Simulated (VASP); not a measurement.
# Ge (Fd-3m) in VASP: single point with PBEsol

Aim: the single point of Ge with PBEsol.

All numbers are computed with VASP 6.6.1; they aren't measurements. Logs are shortened: lines on timing, memory, paths and dates and some standing lists are left out, and cuts for length are marked.

**1. The cell of the first run**

The structure is cubic, space group Fd-3m (No. 227). The conventional cell has a = 5.676 Å, b = 5.676 Å, c = 5.676 Å, α = 90.00°, β = 90.00°, γ = 90.00°. Ge (site symmetry -43m) has 4 Ge at 2.46 Å within 3.2 Å.

**2. Single point, PBEsol**

The input, INCAR:

```
SYSTEM = Ge
ALGO = Normal
EDIFF = 1E-6
ENCUT = 500
GGA = PS
GGA_COMPAT = .False.
ISIF = 2
ISMEAR = 0
LASPH = .True.
LCHARG = .True.
LELF = .True.
LREAL = .False.
LVHAR = .True.
LWAVE = .False.
NBANDS = 21
NELM = 120
PREC = Accurate
SIGMA = 0.1
```

The input, KPOINTS:

```
k-points
0
Gamma
  6 6 6
  0 0 0
```

The input, POSCAR:

```
Ge
1.0
    0.0000000000      2.8378641597      2.8378641597
    2.8378641597      0.0000000000      2.8378641597
    2.8378641597      2.8378641597      0.0000000000
Ge
2
Direct
    0.0000000000      0.0000000000      0.0000000000
    0.2500000000      0.2500000000      0.2500000000
```

Potentials or basis: VASP PAW PBE potentials, release 64 (Ge_d).

The run is started by

```sh
> cat potpaw_PBE.64/Ge_d/POTCAR > POTCAR
> mpirun -np 1 vasp_std > vasp.out
```

OUTCAR:

```text
SYSTEM = Ge
   EDIFF = 1E-6
   ENCUT = 500
   GGA = PS
   ISIF = 2
   ISMEAR = 0
   LASPH = .True.
   LREAL = .False.
   NELM = 120
   PREC = Accurate

 ion  position               nearest neighbor table
   1  0.000  0.000  0.000-   2 2.46   2 2.46   2 2.46   2 2.46
   2  0.250  0.250  0.250-   1 2.46   1 2.46   1 2.46   1 2.46

  LATTYP: Found a face centered cubic cell.
 ALAT       =     5.6757283194

  Lattice vectors:

 A1 = (   0.0000000000,   2.8378641597,   2.8378641597)
 A2 = (   2.8378641597,   0.0000000000,   2.8378641597)
 A3 = (   2.8378641597,   2.8378641597,   0.0000000000)

Analysis of symmetry for initial positions (statically):
=====================================================================
 Subroutine PRICEL returns:
 Original cell was already a primitive cell.

 Routine SETGRP: Setting up the symmetry group for a
 face centered cubic supercell.

 Subroutine GETGRP returns: Found 48 space group operations
 (whereof 24 operations were pure point group operations)
 out of a pool of 48 trial point group operations.

The static configuration has the point symmetry T_d .
 The point group associated with its full space group is O_h .

Analysis of symmetry for dynamics (positions and initial velocities):
=====================================================================
 Subroutine PRICEL returns:
 Original cell was already a primitive cell.

 Routine SETGRP: Setting up the symmetry group for a
 face centered cubic supercell.

 Subroutine GETGRP returns: Found 48 space group operations
 (whereof 24 operations were pure point group operations)
 out of a pool of 48 trial point group operations.

The dynamic configuration has the point symmetry T_d .
 The point group associated with its full space group is O_h .

 Subroutine INISYM returns: Found 48 space group operations
 (whereof 24 operations are pure point group operations),
 and found     1 'primitive' translations

----------------------------------------------------------------------------------------

                                     Primitive cell

  volume of cell :      45.7093

  direct lattice vectors                    reciprocal lattice vectors
     0.000000000  2.837864160  2.837864160    -0.176188842  0.176188842  0.176188842
     2.837864160  0.000000000  2.837864160     0.176188842 -0.176188842  0.176188842
     2.837864160  2.837864160  0.000000000     0.176188842  0.176188842 -0.176188842

  length of vectors
[... 71 lines left out ...]
   ENCUT  =  500.0 eV  36.75 Ry    6.06 a.u.   7.32  7.32  7.32*2*pi/ulx,y,z
   NELM   =    120;   NELMIN=  2; NELMDL= -5     # of ELM steps
   EDIFF  = 0.1E-05   stopping-criterion for ELM
   LREAL  =      F    real-space projection
   EDIFFG = 0.1E-04   stopping-criterion for IOM
   NSW    =      0    number of steps for IOM
   IBRION =     -1    ionic relax: 0-MD 1-quasi-New 2-CG
   NFREE  =      0    steps in history (QN), initial steepest desc. (CG)
   ISIF   =      2    stress and relaxation
   ISYM   =      2    0-nonsym 1-usesym 2-fastsym
   POTIM  = 0.5000    time-step for ionic-motion
   TEBEG  =    0.0;   TEEND  =   0.0 temperature during run
   PSTRESS=    0.0 pullay stress
   NELECT =      28.0000    total number of electrons
   NUPDOWN=      -1.0000    fix difference up-down
   EMIN   =  10.00;   EMAX   =-10.00  energy-range for DOS
   EFERMI =   0.00;   METHOD = LEGACY
   ISMEAR =     0;   SIGMA  =   0.10  broadening in eV -4-tet -1-fermi 0-gaus
   EFERMI_NEDOS =   21; number of points for ismear=-14 and -15
   IALGO  =     38    algorithm
   IMIX   =      4    mixing-type and parameters
     AMIX     =   0.40;   BMIX     =  1.00
     AMIX_MAG =   1.60;   BMIX_MAG =  1.00
  volume/ion in A,a.u.               =      22.85       154.23
  Fermi-wavevector in a.u.,A,eV,Ry     =   1.390356  2.627391 26.301270  1.933089
  Thomas-Fermi vector in A             =   2.514299
   LORBIT       =      0    0 simple, 1 ext, 2 COOP (PROOUT), +10 PAW based schemes
   GGA     = PS    functional components
   LHFCALC =     F    Hartree Fock is set to
   AEXX    =    0.0000 exact exchange contribution
   IVDW    =     0    specifies the selected vdW correction
   LEPSILON=     F    determine dielectric tensor
   LRPA    =     F    only Hartree local field effects (RPA)
 non-spin polarized calculation
 Gauss-broadening in eV      SIGMA  =   0.10
  energy-cutoff  :      500.00
  volume of cell :       45.71
 maximum number of plane-waves:      1211
 NGX is ok and might be reduce to    30
   NGX = 15   NGY = 15   NGZ = 15

 number of electron      28.0000014 magnetization

 Free energy of the ion-electron system (eV)
  ---------------------------------------------------
  ext. energy  EPLUGINS =         0.00000000
  ---------------------------------------------------
  free energy    TOTEN  =        -9.82820333 eV

  energy without entropy =       -9.82681690  energy(sigma->0) =       -9.82751011

 E-fermi :   4.7865     XC(G=0): -10.0778

 val. band max:        4.7793459436   @ k =   0.0000   0.0000   0.0000
 cond. band min:       4.8713328091   @ k =   0.5000   0.0000   0.0000
 fundamental gap:      0.0919868656
 Fermi energy:         4.7864802221

 k-point     1 :       0.0000    0.0000    0.0000
  band No.  band energies     occupation
      1     -19.9672      2.00000
      2     -19.9671      2.00000
      3     -19.9671      2.00000
      4     -19.9314      2.00000
      5     -19.9314      2.00000
      6     -19.7243      2.00000
[... 373 lines left out ...]
     20      15.6952      0.00000
     21      17.6014      0.00000

------------------------ aborting loop because EDIFF is reached ----------------------------------------

  FORCE on cell =-STRESS in cart. coord.  units (eV):
  Direction    XX          YY          ZZ          XY          YZ          ZX
  --------------------------------------------------------------------------------------
  -------------------------------------------------------------------------------------
  Total       -0.0078626     -0.0078626     -0.0078626      0.0000000      0.0000000     -0.0000000
  in kB       -0.2755951     -0.2755951     -0.2755951      0.0000000      0.0000000     -0.0000000
  external PRESSURE =      -0.2755951 kB  Pullay stress =       0.0000000 kB

 VOLUME and BASIS-vectors are now :
 -----------------------------------------------------------------------------
  energy-cutoff  :      500.00
  volume of cell :       45.71
      direct lattice vectors                 reciprocal lattice vectors
     0.000000000  2.837864160  2.837864160    -0.176188842  0.176188842  0.176188842
     2.837864160  0.000000000  2.837864160     0.176188842 -0.176188842  0.176188842
     2.837864160  2.837864160  0.000000000     0.176188842  0.176188842 -0.176188842

 POSITION                                       TOTAL-FORCE (eV/Angst)
 -----------------------------------------------------------------------------------
      0.00000      0.00000      0.00000         0.000000      0.000000      0.000000
      1.41893      1.41893      1.41893        -0.000000     -0.000000     -0.000000
 -----------------------------------------------------------------------------------
    total drift:                                0.000000      0.000000      0.000000

  FREE ENERGIE OF THE ION-ELECTRON SYSTEM (eV)
  ---------------------------------------------------
  free  energy   TOTEN  =        -9.8282033305 eV

  energy  without entropy=       -9.8268168978  energy(sigma->0) =       -9.82751011
```

OSZICAR:

```text
N       E                     dE             d eps       ncg     rms          rms(c)
DAV:   1     0.188310366325E+03    0.18831E+03   -0.13901E+04   744   0.351E+03
DAV:   2     0.175023018480E+02   -0.17081E+03   -0.16611E+03   672   0.617E+02
DAV:   3    -0.909605013785E+01   -0.26598E+02   -0.26437E+02   767   0.142E+02
DAV:   4    -0.996634565081E+01   -0.87030E+00   -0.86970E+00   772   0.302E+01
DAV:   5    -0.998058935409E+01   -0.14244E-01   -0.14244E-01   732   0.421E+00    0.324E+00
DAV:   6    -0.987662283896E+01    0.10397E+00   -0.34864E-02   899   0.224E+00    0.185E+00
DAV:   7    -0.982698346541E+01    0.49639E-01   -0.59521E-02   718   0.243E+00    0.158E-01
DAV:   8    -0.982808015302E+01   -0.10967E-02   -0.72092E-03   773   0.119E+00    0.488E-02
DAV:   9    -0.982818972446E+01   -0.10957E-03   -0.28944E-04   801   0.269E-01    0.102E-02
DAV:  10    -0.982820258738E+01   -0.12863E-04   -0.22945E-05   760   0.475E-02    0.551E-03
DAV:  11    -0.982820376506E+01   -0.11777E-05   -0.57670E-06   915   0.374E-02    0.181E-03
DAV:  12    -0.982820333054E+01    0.43452E-06   -0.11471E-06   454   0.208E-02
   1 F= -.98282033E+01 E0= -.98275101E+01  d E =-.138643E-02
```

It took 13 s on 1 thread of Intel Xeon Platinum 8375C at 2.90GHz (Ice Lake), shared host; peak memory 0.16 GiB.

Results:

```yaml
Free_energy: -9.8282 eV
Pressure: 0.0 GPa
Band_gap_on_the_k_mesh: zero (filled and empty bands touch)
```

Caveat: semilocal functionals underestimate gaps, so a narrow gap can read as zero; the PAW data sets were made with another functional, which shifts forces and pressure a little.
